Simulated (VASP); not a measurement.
Here is a VASP 6.6.1 calculation.

File INCAR:

```
SYSTEM = C
ALGO = Normal
EDIFF = 1E-6
ENCUT = 520
GGA = PE
ISIF = 2
ISMEAR = 0
LASPH = .TRUE.
LCHARG = .TRUE.
LELF = .TRUE.
LREAL = .FALSE.
LVHAR = .TRUE.
LWAVE = .FALSE.
NBANDS = 21
NELM = 80
PREC = Accurate
SIGMA = 0.02
```

File KPOINTS:

```
k-points
0
G
  10 10 10
  0 0 0
```

Contents of POSCAR:

```
C
1.0
    0.0000000000      4.5490052232      2.2683985357
    2.1890806272      0.0000000000      2.2683985357
    2.1890806272      4.5490052232      0.0000000000
C
6
Direct
    0.2138251202      0.2138251202      0.2861748798
    0.9638251202      0.9638251202      0.0361748798
    0.9207911228      0.6072447869      0.3443950068
    0.6072447869      0.9207911228      0.1275690834
    0.1224309166      0.9056049932      0.6427552131
    0.9056049932      0.1224309166      0.3292088772
```

Potentials or basis: VASP PAW PBE potentials, release 64 (C).

Launch:

```bash
$ cat potpaw_PBE.64/C/POTCAR > POTCAR
$ mpirun -np 1 vasp_std > vasp.out
```

Q: Predict the band gap on the k mesh.

A: 1.24 eV (least direct gap 1.37 eV).

Q: What does it give for the pressure?

A: 0.4 GPa.

Q: What does it give for the largest force?

A: 0.023 eV/Å.

Stress tensor (GPa, compression positive):
```
0.27 0.00 0.00
0.00 0.67 0.00
0.00 0.00 0.30
```

A k mesh can miss the band edges.
